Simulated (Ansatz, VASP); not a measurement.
## One calculation of CdS3, two programs

```
Cd S
1.0
     0.00000    3.29750    3.29750
     3.29750    0.00000    3.29750
     3.29750    3.29750    0.00000
Cd S
1 3
Cartesian
  0.0000 0.0000 0.0000
  1.6488 1.6488 1.6488
  4.9463 4.9463 4.9463
  3.2975 3.2975 3.2975
```

Change from the starting cell: species swapped into the CdIn3 type (Fm-3m, No. 225).

Alike in both runs: task relaxation of cell and atoms; functional PBE; k mesh 12 × 12 × 12; occupations gaussian, width 0.1 eV; no spin polarisation.

|  | VASP | Ansatz |
| --- | --- | --- |
| version | VASP 6.6.1 | Ansatz 0.2.0 |
| potentials or method | VASP PAW PBE potentials, release 64 (Cd, S), cutoff 500 eV | scalar-relativistic, plane waves, PAW |
| valence electrons in the cell | 30 | 38 |

```csv
,VASP,Ansatz,Ansatz less VASP
"gap on the k mesh at the Fermi level, each at its own relaxed structure (eV)",none,none,-
relaxed volume (Å³/atom),18.12,18.08,-0.041
relaxed cell length with the largest relative difference (Å),4.680,4.677,-0.0035
```

A gap of «none» marks a metal or a gap that the smearing closes. VASP's potentials hold 30 valence electrons a cell and Ansatz's 38, so a difference there can come from the potentials and not from the codes.
